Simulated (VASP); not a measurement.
Runs of VASP 6.6.1 on Cs. The structure is that of space group P6_3/mmc (No. 194), or close to it. The cells are those of the table. This isn't the form of Cs at room conditions, which is bcc.

```tsv
task	cell	cutoff (eV)	gap on the mesh (eV)	pressure (GPa)
relaxation of cell and atoms	relaxed to 2 GPa from a = 5.566, b = 5.566, c = 9.258 Å, angles 90.0, 90.0, 120.0°, 2 atoms	600	none	2.0
single point	a = 4.528, b = 4.528, c = 7.362 Å, angles 90.0, 90.0, 120.0°, 2 atoms	520	none	2.0
single point	a = 3.298, b = 3.298, c = 5.222 Å, angles 90.0, 90.0, 120.0°, 2 atoms	520	none	31.9
single point	a = 3.401, b = 3.401, c = 5.358 Å, angles 90.0, 90.0, 120.0°, 2 atoms	520	none	21.2
relaxation of cell and atoms	relaxed from a = 5.566, b = 5.566, c = 9.258 Å, angles 90.0, 90.0, 120.0°, 2 atoms	600	none	0.0
single point	a = 3.809, b = 3.809, c = 6.355 Å, angles 90.0, 90.0, 120.0°, 2 atoms	520	none	(a)
single point	a = 5.408, b = 5.408, c = 8.679 Å, angles 90.0, 90.0, 120.0°, 2 atoms	520	none	0.0
relaxation of cell and atoms	relaxed to 5 GPa from a = 5.566, b = 5.566, c = 9.258 Å, angles 90.0, 90.0, 120.0°, 2 atoms	600	none	5.0
```

Alike in all rows: level PBEsol; potentials or basis VASP PAW PBE potentials, release 64 (Cs_sv); no spin polarisation; k mesh 6 × 6 × 3; smearing fermi-dirac 0.05 eV.

**Question.** Estimate the missing entries.

**Answer.** (a) 5.1.

Caveats: some runs use coarse meshes; the PAW data sets were made with another functional, which shifts forces and pressure a little; spin-orbit coupling is left out, which moves the levels of the heavy elements; the cell is relaxed towards a set pressure, so the run minimises the enthalpy, not the energy (at least some runs); the cell stands under pressure (at least some runs).

A k mesh can miss the band edges, and the runs leave out spin-orbit coupling on Cs.

A gap of «none» marks levels without a gap at the run's occupations.
